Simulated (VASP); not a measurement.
# MgH2 (I4/mmm) in VASP: relaxation of cell and atoms with PBE

Aim: the relaxation of cell and atoms of MgH2 with PBE.

All numbers are computed with VASP 6.6.1; they aren't measurements. Logs are shortened: lines on timing, memory, paths and dates and some standing lists are left out, and cuts for length are marked.

## Step 1: The cell of the first run

It takes space group I4/mmm (No. 139, tetragonal). Conventional cell: a = 3.615 Å, b = 3.615 Å, c = 3.514 Å, α = 90.00°, β = 90.00°, γ = 90.00°. Mg (site symmetry 4/mmm) has 8 H at 2.01 Å within 2.7 Å. H (site symmetry -4m2) has 2 H at 1.76 Å and 4 Mg at 2.01 Å within 2.3 Å.

## Step 2: Relaxation of cell and atoms, PBE

INCAR reads:

```
SYSTEM = MgH2
  ALGO = Normal
  EDIFF = 1E-6
  EDIFFG = -0.0325
  ENCUT = 600
  GGA = PE
  IBRION = 2
  ISIF = 3
  ISMEAR = 0
  LASPH = .TRUE.
  LCHARG = .FALSE.
  LREAL = .FALSE.
  LWAVE = .FALSE.
  NELM = 100
  NSW = 90
  PREC = Accurate
  SIGMA = 0.1
```

KPOINTS reads:

```
k-points
0
G
  8 8 8
  0 0 0
```

POSCAR reads:

```
MgH2
1.0
   -1.8072831474      1.8072831474      1.7568401242
    1.8072831474     -1.8072831474      1.7568401242
    1.8072831474      1.8072831474     -1.7568401242
Mg H
1 2
Direct
    0.0000000000      0.0000000000      0.0000000000
    0.2500000000      0.7500000000      0.5000000000
    0.7500000000      0.2500000000      0.5000000000
```

Potentials or basis: VASP PAW PBE potentials, release 64 (Mg, H).

Command:

```sh
> cat potpaw_PBE.64/Mg/POTCAR potpaw_PBE.64/H/POTCAR > POTCAR
> mpirun -np 1 vasp_std > vasp.out
```

OUTCAR:

```text
SYSTEM = MgH2
   EDIFF = 1E-6
   EDIFFG = -0.0325
   ENCUT = 600
   GGA = PE
   IBRION = 2
   ISIF = 3
   ISMEAR = 0
   LASPH = .TRUE.
   LREAL = .FALSE.
   NELM = 100
   NSW = 90
   PREC = Accurate

 ion  position               nearest neighbor table
   1  0.000  0.000  0.000-   3 2.01   2 2.01   2 2.01   3 2.01   2 2.01   3 2.01   3 2.01   2 2.01

   2  0.250  0.750  0.500-   1 2.01   1 2.01   1 2.01   1 2.01
   3  0.750  0.250  0.500-   1 2.01   1 2.01   1 2.01   1 2.01

  LATTYP: Found a body centered tetragonal cell.
 ALAT       =     3.6145662948
 C/A-ratio  =     0.9720890314

  Lattice vectors:

 A1 = (  -1.8072831474,   1.8072831474,   1.7568401242)
 A2 = (   1.8072831474,  -1.8072831474,   1.7568401242)
 A3 = (   1.8072831474,   1.8072831474,  -1.7568401242)

Analysis of symmetry for initial positions (statically):
=====================================================================
 Subroutine PRICEL returns:
 Original cell was already a primitive cell.

 Routine SETGRP: Setting up the symmetry group for a
 body centered tetragonal supercell.

 Subroutine GETGRP returns: Found 16 space group operations
 (whereof 16 operations were pure point group operations)
 out of a pool of 16 trial point group operations.

The static configuration has the point symmetry D_4h.

Analysis of symmetry for dynamics (positions and initial velocities):
=====================================================================
 Subroutine PRICEL returns:
 Original cell was already a primitive cell.

 Routine SETGRP: Setting up the symmetry group for a
 body centered tetragonal supercell.

 Subroutine GETGRP returns: Found 16 space group operations
 (whereof 16 operations were pure point group operations)
 out of a pool of 16 trial point group operations.

The dynamic configuration has the point symmetry D_4h.

 Subroutine INISYM returns: Found 16 space group operations
 (whereof 16 operations are pure point group operations),
 and found     1 'primitive' translations

----------------------------------------------------------------------------------------

                                     Primitive cell

  volume of cell :      22.9533

  direct lattice vectors                    reciprocal lattice vectors
    -1.807283147  1.807283147  1.756840124     0.000000000  0.276658365  0.284601879
     1.807283147 -1.807283147  1.756840124     0.276658365  0.000000000  0.284601879
[... 101 lines left out ...]
   EFERMI =   0.00;   METHOD = LEGACY
   ISMEAR =     0;   SIGMA  =   0.10  broadening in eV -4-tet -1-fermi 0-gaus
   EFERMI_NEDOS =   21; number of points for ismear=-14 and -15
   IALGO  =     38    algorithm
   IMIX   =      4    mixing-type and parameters
     AMIX     =   0.40;   BMIX     =  1.00
     AMIX_MAG =   1.60;   BMIX_MAG =  1.00
  volume/ion in A,a.u.               =       7.65        51.63
  Fermi-wavevector in a.u.,A,eV,Ry     =   0.914422  1.728007 11.376748  0.836167
  Thomas-Fermi vector in A             =   2.039047
   LORBIT       =      0    0 simple, 1 ext, 2 COOP (PROOUT), +10 PAW based schemes
   GGA     = PE    functional components
   LHFCALC =     F    Hartree Fock is set to
   AEXX    =    0.0000 exact exchange contribution
   IVDW    =     0    specifies the selected vdW correction
   LEPSILON=     F    determine dielectric tensor
   LRPA    =     F    only Hartree local field effects (RPA)
 conjugate gradient relaxation of ions
 non-spin polarized calculation
 Gauss-broadening in eV      SIGMA  =   0.10
  energy-cutoff  :      600.00
  volume of cell :       22.95
 maximum number of plane-waves:       779
 NGX is ok and might be reduce to    28
   NGX = 13   NGY = 13   NGZ = 13

--------------------------------------- Ionic step        1  -------------------------------------------

 number of electron       4.0000000 magnetization

 Free energy of the ion-electron system (eV)
  ---------------------------------------------------
  ext. energy  EPLUGINS =         0.00000000
  ---------------------------------------------------
  free energy    TOTEN  =        -7.34306990 eV

  energy without entropy =       -7.33642741  energy(sigma->0) =       -7.33974866

------------------------ aborting loop because EDIFF is reached ----------------------------------------

  FORCE on cell =-STRESS in cart. coord.  units (eV):
  Direction    XX          YY          ZZ          XY          YZ          ZX
  --------------------------------------------------------------------------------------
  -------------------------------------------------------------------------------------
  Total       -0.3376884     -0.3376884      5.8646840      0.0000000      0.0000000      0.0000000
  in kB      -23.5712240    -23.5712240    409.3648669      0.0000000      0.0000000      0.0000000
  external PRESSURE =     120.7408063 kB  Pullay stress =       0.0000000 kB
[... 283 lines left out ...]
--------------------------------------- Ionic step        9  -------------------------------------------

 number of electron       4.0000000 magnetization

 Free energy of the ion-electron system (eV)
  ---------------------------------------------------
  ext. energy  EPLUGINS =         0.00000000
  ---------------------------------------------------
  free energy    TOTEN  =        -8.48620975 eV

  energy without entropy =       -8.48506490  energy(sigma->0) =       -8.48563733

 E-fermi :   3.1544     XC(G=0):  -8.9977

 val. band max:        3.0974794344   @ k =   0.5000   0.5000   0.3750
 cond. band min:       3.2059667713   @ k =  -0.1250  -0.1250   0.1250
 fundamental gap:      0.1084873369
 Fermi energy:         3.1543830160

 k-point     1 :       0.0000    0.0000    0.0000
  band No.  band energies     occupation
      1      -7.0206      2.00000
      2       3.9558      0.00000
      3      12.3991      0.00000
      4      12.3991      0.00000
      5      12.4138      0.00000
      6      15.7701      0.00000
[... 199 lines left out ...]
 k-point    24 :       0.3750    0.1250    0.1250
  band No.  band energies     occupation
      1      -2.1993      2.00000
      2      -2.1520      2.00000
      3       6.1693      0.00000
      4       6.6906      0.00000
      5      12.0897      0.00000
      6      12.1107      0.00000

 [... further k-points ...]

------------------------ aborting loop because EDIFF is reached ----------------------------------------

  FORCE on cell =-STRESS in cart. coord.  units (eV):
  Direction    XX          YY          ZZ          XY          YZ          ZX
  --------------------------------------------------------------------------------------
  -------------------------------------------------------------------------------------
  Total        0.0102313      0.0102313     -0.0100641      0.0000000      0.0000000      0.0000000
  in kB        0.6156209      0.6156209     -0.6055561      0.0000000      0.0000000      0.0000000
  external PRESSURE =       0.2085619 kB  Pullay stress =       0.0000000 kB
[... 18 lines left out ...]
  FREE ENERGIE OF THE ION-ELECTRON SYSTEM (eV)
  ---------------------------------------------------
  free  energy   TOTEN  =        -8.4862097508 eV

  energy  without entropy=       -8.4850649006  energy(sigma->0) =       -8.48563733

 reached required accuracy - stopping structural energy minimisation
```

OSZICAR:

```text
N       E                     dE             d eps       ncg     rms          rms(c)
DAV:   1     0.298272899298E+00    0.29827E+00   -0.21131E+03   768   0.598E+02
DAV:   2    -0.779631391701E+01   -0.80946E+01   -0.71220E+01   912   0.560E+01
DAV:   3    -0.797674295054E+01   -0.18043E+00   -0.17996E+00   882   0.110E+01
DAV:   4    -0.797697241281E+01   -0.22946E-03   -0.22946E-03   942   0.387E-01
[... 60 lines left out ...]
   8 F= -.84857909E+01 E0= -.84851892E+01  d E =-.491138E-02
       N       E                     dE             d eps       ncg     rms          rms(c)
DAV:   1    -0.848621260570E+01   -0.42160E-03   -0.34421E-03   882   0.541E-01    0.309E-02
DAV:   2    -0.848620975743E+01    0.28483E-05   -0.18272E-05   774   0.355E-02    0.180E-02
DAV:   3    -0.848620975076E+01    0.66713E-08   -0.79621E-06   888   0.168E-02
   9 F= -.84862098E+01 E0= -.84856373E+01  d E =-.533025E-02
```

CONTCAR:

```text
MgH2
   1.00000000000000
    -1.6781525512845981    1.6781525512845981    2.3637760391816194
     1.6781525512845981   -1.6781525512845981    2.3637760391816194
     1.6781525512845981    1.6781525512845981   -2.3637760391816194
  Mg              H
     1     2
Direct
     0.0000000000000000    0.0000000000000000    0.0000000000000000
     0.2500000000000000    0.7500000000000000    0.5000000000000000
     0.7500000000000000    0.2500000000000000    0.5000000000000000

  0.00000000E+00  0.00000000E+00  0.00000000E+00
  0.00000000E+00  0.00000000E+00  0.00000000E+00
  0.00000000E+00  0.00000000E+00  0.00000000E+00
```

Run time: 28 s. Hardware: 1 thread of Intel Xeon 6975P-C (Granite Rapids), shared host; peak memory 0.17 GiB.

What came out:

```
Free energy                            : -8.4862 eV
Relaxed volume                         : 8.88 Å³/atom
Relaxed cell                           : a = 3.350 Å, b = 3.350 Å, c = 3.350 Å, α = 119.87°, β = 119.87°, γ = 90.23°
Space group after relaxing (to 0.05 Å) : Fm-3m (No. 225)
Energy gained by relaxing              : 381.0 meV/atom
Ionic steps                            : 9
Pressure after relaxing                : 0.0 GPa
Band gap on the k mesh                 : zero (band 2 reaches 3.96 eV, above the bottom of band 3 at 2.64 eV)
```

Stress tensor (GPa, compression positive):
```
 0.06  0.00  0.00
 0.00  0.06  0.00
 0.00  0.00 -0.06
```

The path:
```
step  energy change (eV)  largest force (eV/Å)  pressure (GPa)  volume (Å³)
   1              0.0000                0.0000           12.07        22.95
   2             -0.5169                0.0000            5.30        24.85
   3             -1.0489                0.0000           -3.96        28.76
   4             -1.0679                0.0000           -5.48        29.71
   5             -1.1311                0.0000           -2.75        27.98
   6             -1.1377                0.0000           -1.53        27.34
   7             -1.1378                0.0000           -1.37        27.26
   8             -1.1427                0.0000           -0.38        26.80
   9             -1.1431                0.0000            0.02        26.63
```

Final structure:
```xyz
3
Lattice="-1.6782 1.6782 2.3638 1.6782 -1.6782 2.3638 1.6782 1.6782 -2.3638" Properties=species:S:1:pos:R:3 pbc="T T T"
Mg    0.0000    0.0000    0.0000
H     1.6782    0.0000    1.1819
H     0.0000    1.6782    1.1819
```

Levels at points of the mesh, in eV from the Fermi level:
```
           k point  band 1  band 2  band 3  band 4  band 5  band 6
(0.00, 0.00, 0.00)  -10.17    0.80    9.24    9.24    9.26   12.62
(0.50, 0.00, 0.00)   -5.89   -5.79    6.70    7.23    8.98    9.13
(0.50, 0.50, 0.00)   -5.91   -2.49   -0.52    4.63    4.64    7.91
(0.50, 0.50, 0.50)   -5.86   -2.54   -0.46    4.59    4.59    7.86
```

Caveat: the volume moved by over 15 % at a fixed basis, so the end points are rough.
